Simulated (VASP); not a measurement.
# Al2Cu (P1) in VASP: relaxation of the atoms with r2SCAN

Aim: the relaxation of the atoms of Al2Cu with r2SCAN.

Program: VASP 6.6.1. These are calculated values, not measurements. Logs are shortened: lines on timing, memory, paths and dates and some standing lists are left out, and cuts for length are marked.

## Step 1: The cell of the first run

The typed cell holds 3 atoms: a = 4.096 Å, b = 4.128 Å, c = 2.818 Å, α = 90.05°, β = 90.44°, γ = 90.11°.

## Step 2: Relaxation of the atoms, r2SCAN

File POSCAR:

```
Al2Cu
1.0
    4.0955875739     -0.0040314264     -0.0157153097
   -0.0040314264      4.1275972612     -0.0018561999
   -0.0109611428     -0.0012946657      2.8184542781
Al Cu
2 1
Direct
    0.5006389077      0.0015831757      0.4968312679
    0.0007120974      0.4941768706      0.5042617935
   -0.0013510051      0.0042399537     -0.0010930614
```

File INCAR.step1:

```
SYSTEM = Al2Cu
  ALGO = Normal
  EDIFF = 1E-4
  ENCUT = 520
  GGA = PE
  ISMEAR = 0
  KPAR = 4
  LASPH = .True.
  LCHARG = .False.
  LREAL = .False.
  LWAVE = .True.
  NELM = 80
  PREC = Accurate
  SIGMA = 0.15
```

File INCAR.step2:

```
SYSTEM = Al2Cu
  ALGO = Normal
  EDIFF = 1E-6
  EDIFFG = -0.01
  ENCUT = 520
  IBRION = 2
  ISIF = 2
  ISMEAR = 0
  ISTART = 1
  KPAR = 4
  LASPH = .True.
  LCHARG = .False.
  LMIXTAU = .True.
  LREAL = .False.
  LWAVE = .False.
  METAGGA = R2SCAN
  NELM = 80
  NSW = 100
  PREC = Accurate
  SIGMA = 0.15
```

File KPOINTS:

```
k-points
0
Gamma
  8 8 12
  0 0 0
```

Potentials or basis: VASP PAW PBE potentials, release 64 (Al, Cu).

On the command line:

```sh
> cat potpaw_PBE.64/Al/POTCAR potpaw_PBE.64/Cu/POTCAR > POTCAR
> cp INCAR.step1 INCAR
> mpirun -np 4 vasp_std > vasp.out
> cp INCAR.step2 INCAR
> mpirun -np 4 vasp_std > vasp.out
```

OUTCAR:

```text
SYSTEM = Al2Cu
   EDIFF = 1E-6
   EDIFFG = -0.01
   ENCUT = 520
   IBRION = 2
   ISIF = 2
   ISMEAR = 0
   ISTART = 1
   LASPH = .True.
   LREAL = .False.
   METAGGA = R2SCAN
   NELM = 80
   NSW = 100
   PREC = Accurate

 ion  position               nearest neighbor table
   1  0.501  0.002  0.497-   3 2.47   3 2.48   3 2.48   3 2.50   2 2.88   2 2.89   2 2.93   2 2.93

   2  0.001  0.494  0.504-   3 2.46   3 2.47   3 2.52   3 2.54   1 2.88   1 2.89   1 2.93   1 2.93

   3  0.999  0.004  0.999-   2 2.46   2 2.47   1 2.47   1 2.48   1 2.48   1 2.50   2 2.52   2 2.54

  LATTYP: Found a triclinic cell.
 ALAT       =     4.9537407253
 B/A-ratio  =     0.5689591050
 C/A-ratio  =     0.8332288418
 COS(alpha) =     0.0009052519
 COS(beta)  =     0.0021349417
 COS(gamma) =     0.5625717687

  Lattice vectors:

 A1 = (   4.0846264311,  -0.0053260921,   2.8027389684)
 A2 = (  -0.0109611428,  -0.0012946657,   2.8184542781)
 A3 = (   0.0040314264,  -4.1275972612,   0.0018561999)

Analysis of symmetry for initial positions (statically):
=====================================================================
 Subroutine PRICEL returns:
 Original cell was already a primitive cell.

 Routine SETGRP: Setting up the symmetry group for a
 triclinic supercell.

 Subroutine GETGRP returns: Found  1 space group operations
 (whereof  1 operations were pure point group operations)
 out of a pool of  2 trial point group operations.

The static configuration has the point symmetry C_1 .

Analysis of symmetry for dynamics (positions and initial velocities):
=====================================================================
 Subroutine PRICEL returns:
 Original cell was already a primitive cell.

 Routine SETGRP: Setting up the symmetry group for a
 triclinic supercell.

 Subroutine GETGRP returns: Found  1 space group operations
 (whereof  1 operations were pure point group operations)
 out of a pool of  2 trial point group operations.

The dynamic configuration has the point symmetry C_1 .

 Subroutine INISYM returns: Found  1 space group operations
 (whereof  1 operations are pure point group operations),
 and found     1 'primitive' translations

----------------------------------------------------------------------------------------

                                     Primitive cell

  volume of cell :      47.6450

  direct lattice vectors                    reciprocal lattice vectors
     4.095587574 -0.004031426 -0.015715310     0.244169089  0.000238907  0.000949698
    -0.004031426  4.127597261 -0.001856200     0.000238907  0.242271983  0.000112218
    -0.010961143 -0.001294666  2.818454278     0.001361610  0.000160890  0.354809777

  length of vectors
     4.095619709  4.127599647  2.818475890     0.244171053  0.242272126  0.354812426

  position of ions in fractional coordinates (direct lattice)
     0.500638908  0.001583176  0.496831268
     0.000712097  0.494176871  0.504261793
     0.998648995  0.004239954  0.998906939

  ion indices of the primitive-cell ions
   primitive index   ion index
                 1           1
                 2           2
                 3           3

----------------------------------------------------------------------------------------

 KPOINTS: k-points

Automatic generation of k-mesh.
 Grid dimensions read from file:
 generate k-points for:    8    8   12

 Generating k-lattice:

  Cartesian coordinates                     Fractional coordinates (reciprocal lattice)
     0.030521136  0.000029863  0.000118712     0.125000000  0.000000000  0.000000000
     0.000029863  0.030283998  0.000014027    -0.000000000  0.125000000  0.000000000
     0.000113468  0.000013407  0.029567481     0.000000000  0.000000000  0.083333333

  Length of vectors
     0.030521382  0.030284016  0.029567702

  Shift w.r.t. Gamma in fractional coordinates (k-lattice)
     0.000000000  0.000000000  0.000000000

 Subroutine IBZKPT returns following result:
 ===========================================

 Found    388 irreducible k-points:

 Following reciprocal coordinates:
            Coordinates               Weight
  0.000000  0.000000  0.000000      1.000000
  0.125000  0.000000  0.000000      2.000000
  0.250000  0.000000  0.000000      2.000000
  0.375000  0.000000  0.000000      2.000000
  0.500000  0.000000  0.000000      1.000000
 -0.000000  0.125000  0.000000      2.000000
[... 16 lines left out ...]
  0.125000  0.375000 -0.000000      2.000000
  0.250000  0.375000  0.000000      2.000000
 [... further k-points ...]
   k-points           NKPTS =    388   k-points in BZ     NKDIM =    388   number of bands    NBANDS=     12
   number of dos      NEDOS =    301   number of ions     NIONS =      3
   total plane-waves  NPLWV =  23040
   dimension x,y,z NGX =    30 NGY =   32 NGZ =   24
   dimension x,y,z NGXF=    60 NGYF=   64 NGZF=   48
   ions per type =               2   1
   NGX,Y,Z   is equivalent  to a cutoff of  12.18, 12.89, 14.16 a.u.
   NGXF,Y,Z  is equivalent  to a cutoff of  24.35, 25.78, 28.31 a.u.
 SYSTEM =  Al2Cu
   PREC   = accura    normal or accurate (medium, high low for compatibility)
   ISTART =      1    job   : 0-new  1-cont  2-samecut
   ICHARG =      0    charge: 1-file 2-atom 10-const
   ISPIN  =      1    spin polarized calculation?
   LNONCOLLINEAR =      F non collinear calculations
   LSORBIT =      F    spin-orbit coupling
   LASPH  =      T    aspherical Exc in radial PAW
   ENCUT  =  520.0 eV  38.22 Ry    6.18 a.u.   7.62  7.67  5.24*2*pi/ulx,y,z
   NELM   =     80;   NELMIN=  2; NELMDL=  0     # of ELM steps
   EDIFF  = 0.1E-05   stopping-criterion for ELM
   LREAL  =      F    real-space projection
   EDIFFG = -.1E-01   stopping-criterion for IOM
   NSW    =    100    number of steps for IOM
   IBRION =      2    ionic relax: 0-MD 1-quasi-New 2-CG
   NFREE  =      1    steps in history (QN), initial steepest desc. (CG)
   ISIF   =      2    stress and relaxation
   ISYM   =      2    0-nonsym 1-usesym 2-fastsym
   POTIM  = 0.5000    time-step for ionic-motion
   TEBEG  =    0.0;   TEEND  =   0.0 temperature during run
   PSTRESS=    0.0 pullay stress
   NELECT =      17.0000    total number of electrons
   NUPDOWN=      -1.0000    fix difference up-down
   EMIN   =  10.00;   EMAX   =-10.00  energy-range for DOS
   EFERMI =   0.00;   METHOD = LEGACY
   ISMEAR =     0;   SIGMA  =   0.15  broadening in eV -4-tet -1-fermi 0-gaus
   EFERMI_NEDOS =   21; number of points for ismear=-14 and -15
   IALGO  =     38    algorithm
   IMIX   =      4    mixing-type and parameters
     AMIX     =   0.40;   BMIX     =  1.00
     AMIX_MAG =   1.60;   BMIX_MAG =  1.00
  volume/ion in A,a.u.               =      15.88       107.17
  Fermi-wavevector in a.u.,A,eV,Ry     =   1.161142  2.194240 18.344061  1.348250
  Thomas-Fermi vector in A             =   2.297717
   LORBIT       =      0    0 simple, 1 ext, 2 COOP (PROOUT), +10 PAW based schemes
   METAGGA = R2SCAN    functional components
   LHFCALC =     F    Hartree Fock is set to
   AEXX    =    0.0000 exact exchange contribution
   IVDW    =     0    specifies the selected vdW correction
   LEPSILON=     F    determine dielectric tensor
   LRPA    =     F    only Hartree local field effects (RPA)
 conjugate gradient relaxation of ions
 non-spin polarized calculation
 Gauss-broadening in eV      SIGMA  =   0.15
  energy-cutoff  :      520.00
  volume of cell :       47.65
 maximum number of plane-waves:      1300
   NGX = 15   NGY = 15   NGZ = 11

--------------------------------------- Ionic step        1  -------------------------------------------

 number of electron      16.9999995 magnetization

 Free energy of the ion-electron system (eV)
  ---------------------------------------------------
  ext. energy  EPLUGINS =         0.00000000
  ---------------------------------------------------
  free energy    TOTEN  =       -24.41138684 eV

  energy without entropy =      -24.40414443  energy(sigma->0) =      -24.40776563

------------------------ aborting loop because EDIFF is reached ----------------------------------------

  FORCE on cell =-STRESS in cart. coord.  units (eV):
  Direction    XX          YY          ZZ          XY          YZ          ZX
  --------------------------------------------------------------------------------------
  -------------------------------------------------------------------------------------
  Total        0.0231689     -0.3397608      0.3744475      0.0353749      0.0033439      0.1505555
  in kB        0.7791078    -11.4252645     12.5916874      1.1895663      0.1124475      5.0627884
  external PRESSURE =       0.6485102 kB  Pullay stress =       0.0000000 kB
[... 244 lines left out ...]
  energy  without entropy=      -24.4119105187  energy(sigma->0) =      -24.41553149

--------------------------------------- Ionic step        8  -------------------------------------------

 number of electron      16.9999989 magnetization

 Free energy of the ion-electron system (eV)
  ---------------------------------------------------
  ext. energy  EPLUGINS =         0.00000000
  ---------------------------------------------------
  free energy    TOTEN  =       -24.41917419 eV

  energy without entropy =      -24.41193195  energy(sigma->0) =      -24.41555307

 E-fermi :   7.3524     XC(G=0): -11.2136

 val. band max:        7.3489051942   @ k =   0.0000   0.0000   0.3333
 cond. band min:       7.3591101348   @ k =  -0.3750   0.3750   0.5000
 fundamental gap:      0.0102049406
 Fermi energy:         7.3524329147

 k-point     1 :       0.0000    0.0000    0.0000
  band No.  band energies     occupation
      1      -3.9365      2.00000
      2       1.5645      2.00000
      3       2.1059      2.00000
      4       2.7891      2.00000
      5       3.0924      2.00000
      6       3.1061      2.00000
      7       4.5210      2.00000
      8       4.6313      2.00000
      9       7.2297      1.75295
     10       8.2617      0.00000
     11      13.7172      0.00000
     12      13.8024      0.00000
[... 331 lines left out ...]
 k-point    24 :       0.2500    0.3750    0.0000
  band No.  band energies     occupation
      1      -2.2189      2.00000
      2       0.2018      2.00000
      3       1.6392      2.00000
      4       2.3425      2.00000
      5       2.8179      2.00000
      6       3.0836      2.00000
      7       3.0880      2.00000
      8       3.5509      2.00000
      9       6.3211      2.00000
     10      12.0996      0.00000
     11      14.0582      0.00000
     12      14.5537      0.00000

 [... further k-points ...]
[... 5 lines left out ...]
  --------------------------------------------------------------------------------------
  -------------------------------------------------------------------------------------
  Total        0.0428070     -0.3436221      0.3738795      0.0325810      0.0183644      0.1523362
  in kB        1.4394886    -11.5551113     12.5725886      1.0956143      0.6175460      5.1226676
  external PRESSURE =       0.8189886 kB  Pullay stress =       0.0000000 kB
[... 18 lines left out ...]
  FREE ENERGIE OF THE ION-ELECTRON SYSTEM (eV)
  ---------------------------------------------------
  free  energy   TOTEN  =       -24.4191741929 eV

  energy  without entropy=      -24.4119319486  energy(sigma->0) =      -24.41555307

 reached required accuracy - stopping structural energy minimisation
```

It took 4.7 min on 4 MPI ranks of Intel Xeon 6975P-C (Granite Rapids), shared host; peak memory 0.35 GiB.

What came out:

```
Free energy                  : -24.4192 eV
Energy gained by relaxing    : 2.6 meV/atom
Ionic steps                  : 8
Pressure after relaxing      : 0.1 GPa
Largest force after relaxing : 0.006 eV/Å
Band gap on the k mesh       : zero (an odd number of electrons rules out a gap without spin polarisation)
```

Forces in eV/Å, atoms in the order of the input:
```
Al   0.004 -0.002  0.002
Al  -0.003  0.004  0.004
Cu  -0.001 -0.002 -0.005
```

Stress tensor (GPa, compression positive):
```
 0.14  0.11  0.51
 0.11 -1.16  0.06
 0.51  0.06  1.26
```

The path:
| step | energy change (eV) | largest force (eV/Å) | pressure (GPa) |
| --- | --- | --- | --- |
| 1 | 0.0000 | 0.3665 | 0.06 |
| 2 | -0.0070 | 0.1001 | 0.12 |
| 3 | -0.0075 | 0.0357 | 0.12 |
| 4 | -0.0075 | 0.0363 | 0.13 |
| 5 | -0.0076 | 0.0301 | 0.14 |
| 6 | -0.0078 | 0.0137 | 0.12 |
| 7 | -0.0078 | 0.0174 | 0.13 |
| 8 | -0.0078 | 0.0061 | 0.08 |

Final structure:
```cif
data_structure
_symmetry_space_group_name_H-M 'P 1'
_symmetry_Int_Tables_number 1
_cell_length_a 4.0956
_cell_length_b 4.1276
_cell_length_c 2.8185
_cell_angle_alpha 90.052
_cell_angle_beta 90.443
_cell_angle_gamma 90.112
_cell_volume 47.65
loop_
_atom_site_label
_atom_site_type_symbol
_atom_site_fract_x
_atom_site_fract_y
_atom_site_fract_z
_atom_site_occupancy
Al1 Al 0.49989 0.00011 0.50000 1
Al2 Al 0.00020 0.49991 0.49981 1
Cu1 Cu 0.99991 0.99998 0.00020 1
```

Caveat: the highest band is partly filled, so the run has too few bands; the PAW data sets were made with another functional, which shifts forces and pressure a little.
